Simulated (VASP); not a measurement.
# SnSe (Cmcm) in VASP: single point with PBE

Aim: the single point of SnSe with PBE.

Everything below comes from runs of VASP 6.6.1. Logs are shortened: lines on timing, memory, paths and dates and some standing lists are left out, and cuts for length are marked.

**1. The cell of the first run**

It takes space group Cmcm (No. 63, orthorhombic). Conventional cell: a = 4.247 Å, b = 11.808 Å, c = 4.229 Å, α = 90.00°, β = 90.00°, γ = 90.00°. Within 3.9 Å of Sn (site symmetry m2m) lie 7 Se at 2.70 to 3.84 Å and 2 Sn at 3.65 Å. Se (site symmetry m2m) has 5 Sn at 2.70 to 3.01 Å within 3.6 Å.

**2. Single point, PBE, non-collinear spin, zero start, spin-orbit coupling**

INCAR reads:

```
SYSTEM = SnSe
  ALGO = Normal
  EDIFF = 1E-6
  ENCUT = 520
  GGA = PE
  GGA_COMPAT = .False.
  ISIF = 2
  ISMEAR = -1
  LASPH = .True.
  LCHARG = .True.
  LORBIT = 11
  LORBMOM = .True.
  LREAL = .False.
  LSORBIT = .True.
  LVHAR = .True.
  LWAVE = .False.
  MAGMOM = 0 0 0 0 0 0 0 0 0 0 0 0
  NBANDS = 54
  NELM = 150
  PREC = Accurate
  SIGMA = 0.02
```

KPOINTS reads:

```
k-points
0
Gamma
  6 6 6
  0 0 0
```

POSCAR reads:

```
SnSe
1.0
    2.1236689167     -5.9040304868      0.0000000000
    2.1236689167      5.9040304868      0.0000000000
    0.0000000000      0.0000000000      4.2288625191
Sn Se
2 2
Direct
    0.8740995176      0.1259004824      0.2500000000
    0.1259004824      0.8740995176      0.7500000000
    0.6451033447      0.3548966553      0.2500000000
    0.3548966553      0.6451033447      0.7500000000
```

Potentials or basis: VASP PAW PBE potentials, release 64 (Sn_d, Se).

Launch:

```sh
$ cat potpaw_PBE.64/Sn_d/POTCAR potpaw_PBE.64/Se/POTCAR > POTCAR
$ mpirun -np 1 vasp_ncl > vasp.out
```

OUTCAR:

```text
SYSTEM = SnSe
   EDIFF = 1E-6
   ENCUT = 520
   GGA = PE
   ISIF = 2
   ISMEAR = -1
   LASPH = .True.
   LORBIT = 11
   LREAL = .False.
   LSORBIT = .True.
   NELM = 150
   PREC = Accurate

 ion  position               nearest neighbor table
   1  0.874  0.126  0.250-   3 2.70   4 3.01   4 3.01   4 3.01   4 3.01   2 3.65   2 3.65
   2  0.126  0.874  0.750-   4 2.70   3 3.01   3 3.01   3 3.01   3 3.01   1 3.65   1 3.65
   3  0.645  0.355  0.250-   1 2.70   2 3.01   2 3.01   2 3.01   2 3.01
   4  0.355  0.645  0.750-   2 2.70   1 3.01   1 3.01   1 3.01   1 3.01

  LATTYP: Found a base centered orthorhombic cell.
 ALAT       =     4.2473378334
 B/A-ratio  =     2.7801087262
 C/A-ratio  =     0.9956501425

  Lattice vectors:

 A1 = (   2.1236689167,  -5.9040304868,   0.0000000000)
 A2 = (   2.1236689167,   5.9040304868,   0.0000000000)
 A3 = (   0.0000000000,   0.0000000000,   4.2288625191)

Analysis of symmetry for initial positions (statically):
=====================================================================
 Subroutine PRICEL returns:
 Original cell was already a primitive cell.

 Routine SETGRP: Setting up the symmetry group for a
 base centered orthorhombic supercell.

 Subroutine GETGRP returns: Found  8 space group operations
 (whereof  4 operations were pure point group operations)
 out of a pool of  8 trial point group operations.

The static configuration has the point symmetry C_2h.
 The point group associated with its full space group is D_2h.

Analysis of symmetry for dynamics (positions and initial velocities):
=====================================================================
 Subroutine PRICEL returns:
 Original cell was already a primitive cell.

 Routine SETGRP: Setting up the symmetry group for a
 base centered orthorhombic supercell.

 Subroutine GETGRP returns: Found  8 space group operations
 (whereof  4 operations were pure point group operations)
 out of a pool of  8 trial point group operations.

The dynamic configuration has the point symmetry C_2h.
 The point group associated with its full space group is D_2h.

Analysis of structural, dynamic, and magnetic symmetry:
=====================================================================
 Subroutine PRICEL returns:
 Original cell was already a primitive cell.

 Routine SETGRP: Setting up the symmetry group for a
 base centered orthorhombic supercell.

 Subroutine GETGRP returns: Found  8 space group operations
 (whereof  4 operations were pure point group operations)
 out of a pool of  8 trial point group operations.

The overall configuration has the point symmetry C_2h.
 The point group associated with its full space group is D_2h.

 Subroutine INISYM returns: Found  8 space group operations
 (whereof  4 operations are pure point group operations),
 and found     1 'primitive' translations

----------------------------------------------------------------------------------------

                                     Primitive cell

  volume of cell :     106.0447

  direct lattice vectors                    reciprocal lattice vectors
     2.123668917 -5.904030487  0.000000000     0.235441596 -0.084687910  0.000000000
     2.123668917  5.904030487  0.000000000     0.235441596  0.084687910  0.000000000
     0.000000000  0.000000000  4.228862519     0.000000000  0.000000000  0.236470208

  length of vectors
     6.274356195  6.274356195  4.228862519     0.250209487  0.250209487  0.236470208

  position of ions in fractional coordinates (direct lattice)
     0.874099518  0.125900482  0.250000000
     0.125900482  0.874099518  0.750000000
     0.645103345  0.354896655  0.250000000
     0.354896655  0.645103345  0.750000000

  ion indices of the primitive-cell ions
   primitive index   ion index
                 1           1
                 2           2
                 3           3
                 4           4

----------------------------------------------------------------------------------------

 KPOINTS: k-points

Automatic generation of k-mesh.
 Grid dimensions read from file:
[... 113 lines left out ...]

  energy without entropy =      -16.49215092  energy(sigma->0) =      -16.49221155

 E-fermi :   5.7676     XC(G=0):  -9.7411

 val. band max:        5.7058057533   @ k =   0.5000   0.5000   0.3333
 cond. band min:       5.8145543580   @ k =   0.5000   0.5000   0.0000
 fundamental gap:      0.1087486047
 Fermi energy:         5.7675739065

 k-point     1 :       0.0000    0.0000    0.0000
  band No.  band energies     occupation
      1     -16.4442      1.00000
      2     -16.4442      1.00000
      3     -16.4403      1.00000
      4     -16.4403      1.00000
      5     -16.4118      1.00000
      6     -16.4118      1.00000
[... 1309 lines left out ...]
     51      10.6217      0.00000
     52      10.6217      0.00000

 [... further k-points ...]

 [bands above 52 left out]

------------------------ aborting loop because EDIFF is reached ----------------------------------------

  FORCE on cell =-STRESS in cart. coord.  units (eV):
  Direction    XX          YY          ZZ          XY          YZ          ZX
  --------------------------------------------------------------------------------------
  -------------------------------------------------------------------------------------
  Total        1.2548353      1.5795817      1.3228100      0.0000000      0.0000000      0.0000000
  in kB       18.9586914     23.8651255     19.9856871      0.0000000      0.0000000      0.0000000
  external PRESSURE =      20.9365013 kB  Pullay stress =       0.0000000 kB

 VOLUME and BASIS-vectors are now :
 -----------------------------------------------------------------------------
  energy-cutoff  :      520.00
  volume of cell :      106.04
      direct lattice vectors                 reciprocal lattice vectors
     2.123668917 -5.904030487  0.000000000     0.235441596 -0.084687910  0.000000000
     2.123668917  5.904030487  0.000000000     0.235441596  0.084687910  0.000000000
     0.000000000  0.000000000  4.228862519     0.000000000  0.000000000  0.236470208

 POSITION                                       TOTAL-FORCE (eV/Angst)
 -----------------------------------------------------------------------------------
      2.12367     -4.41739      1.05722         0.000000     -0.173469      0.000000
      2.12367      4.41739      3.17165         0.000000      0.173469     -0.000000
      2.12367     -1.71339      1.05722         0.000000      0.209607     -0.000000
      2.12367      1.71339      3.17165         0.000000     -0.209607      0.000000
 -----------------------------------------------------------------------------------
    total drift:                               -0.000000      0.000000     -0.000000

  FREE ENERGIE OF THE ION-ELECTRON SYSTEM (eV)
  ---------------------------------------------------
  free  energy   TOTEN  =       -16.4922721790 eV

  energy  without entropy=      -16.4921509227  energy(sigma->0) =      -16.49221155

 orbital moment (x)

 # of ion     p       d       tot
 ----------------------------------------
  1         0.000   0.000   0.000
  2         0.000   0.000   0.000
  3         0.000   0.000   0.000
  4         0.000   0.000   0.000
 ----------------------------------------
            0.000   0.000   0.000

 orbital moment (y)

 # of ion     p       d       tot
 ----------------------------------------
  1         0.000   0.000   0.000
  2         0.000  -0.000  -0.000
  3         0.000   0.000   0.000
  4         0.000   0.000   0.000
 ----------------------------------------
            0.000  -0.000  -0.000

 orbital moment (z)

 # of ion     p       d       tot
 ----------------------------------------
  1         0.000   0.000   0.000
  2         0.000   0.000   0.000
  3         0.000  -0.000  -0.000
  4         0.000  -0.000   0.000
 ----------------------------------------
            0.000   0.000   0.000

 Spin-Orbit-Coupling matrix elements

 Ion:    1  E_soc:     -0.0862023
 l=   1
     0.0000000    -0.0086195    -0.0085609
    -0.0086195     0.0000000    -0.0075938
    -0.0085609    -0.0075938     0.0000000
 l=   2
     0.0000000    -0.0012227     0.0000000    -0.0012210    -0.0048810
    -0.0012227     0.0000000    -0.0036648    -0.0012219    -0.0012196
     0.0000000    -0.0036648     0.0000000    -0.0036721     0.0000000
    -0.0012210    -0.0012219    -0.0036721     0.0000000    -0.0012239
    -0.0048810    -0.0012196     0.0000000    -0.0012239     0.0000000
 l=   3
     0.0000000     0.0000000     0.0000000     0.0000000     0.0000000     0.0000000     0.0000000
     0.0000000     0.0000000     0.0000000     0.0000000     0.0000000     0.0000000     0.0000000
     0.0000000     0.0000000     0.0000000     0.0000000     0.0000000     0.0000000     0.0000000
     0.0000000     0.0000000     0.0000000     0.0000000     0.0000000     0.0000000     0.0000000
[... 49 lines left out ...]
 l=   2
     0.0000000    -0.0000014     0.0000000     0.0000014     0.0000035
    -0.0000014     0.0000000     0.0000009     0.0000016     0.0000028
     0.0000000     0.0000009     0.0000000     0.0000043     0.0000000
     0.0000014     0.0000016     0.0000043     0.0000000     0.0000016
     0.0000035     0.0000028     0.0000000     0.0000016     0.0000000
 l=   3
     0.0000000     0.0000000     0.0000000     0.0000000     0.0000000     0.0000000     0.0000000
     0.0000000     0.0000000     0.0000000     0.0000000     0.0000000     0.0000000     0.0000000
     0.0000000     0.0000000     0.0000000     0.0000000     0.0000000     0.0000000     0.0000000
     0.0000000     0.0000000     0.0000000     0.0000000     0.0000000     0.0000000     0.0000000
     0.0000000     0.0000000     0.0000000     0.0000000     0.0000000     0.0000000     0.0000000
     0.0000000     0.0000000     0.0000000     0.0000000     0.0000000     0.0000000     0.0000000
     0.0000000     0.0000000     0.0000000     0.0000000     0.0000000     0.0000000     0.0000000

 total charge

# of ion       s       p       d       tot
------------------------------------------
    1        1.357   0.722   9.996  12.075
    2        1.357   0.722   9.996  12.075
    3        1.474   2.322   0.026   3.821
    4        1.474   2.322   0.026   3.821
--------------------------------------------------
tot          5.662   6.088  20.043  31.793

 magnetization (x)

# of ion       s       p       d       tot
------------------------------------------
    1        0.000   0.000   0.000   0.000
    2        0.000   0.000   0.000   0.000
    3        0.000   0.000   0.000   0.000
    4        0.000   0.000   0.000   0.000
--------------------------------------------------
tot          0.000   0.000   0.000   0.000

 magnetization (y)

# of ion       s       p       d       tot
------------------------------------------
    1        0.000   0.000   0.000   0.000
    2        0.000   0.000   0.000   0.000
    3        0.000   0.000   0.000   0.000
    4        0.000   0.000   0.000   0.000
--------------------------------------------------
tot          0.000   0.000   0.000   0.000

 magnetization (z)

# of ion       s       p       d       tot
------------------------------------------
    1        0.000   0.000   0.000   0.000
    2        0.000   0.000   0.000   0.000
    3        0.000   0.000   0.000   0.000
    4        0.000   0.000   0.000   0.000
--------------------------------------------------
tot          0.000   0.000   0.000   0.000
```

Run time: 18 min. Hardware: 1 thread of Oxide Virtual Turin-like, shared host; peak memory 0.75 GiB.

Results:

| Property | Result |
| --- | --- |
| Free energy | -16.4923 eV |
| Pressure | 2.1 GPa |
| Largest force | 0.210 eV/Å |
| Net moment | 0.00 μB per cell |
| Valence electrons inside the program's atomic spheres | Sn 12.07; Se 3.82 |

Forces in eV/Å, atoms in the order of the input:
```
Sn   0.000 -0.173  0.000
Sn   0.000  0.173  0.000
Se   0.000  0.210  0.000
Se   0.000 -0.210  0.000
```

Moments on the atoms (μB; x, y, z):
```
Sn  0.00 0.00 0.00
Sn  0.00 0.00 0.00
Se  0.00 0.00 0.00
Se  0.00 0.00 0.00
```
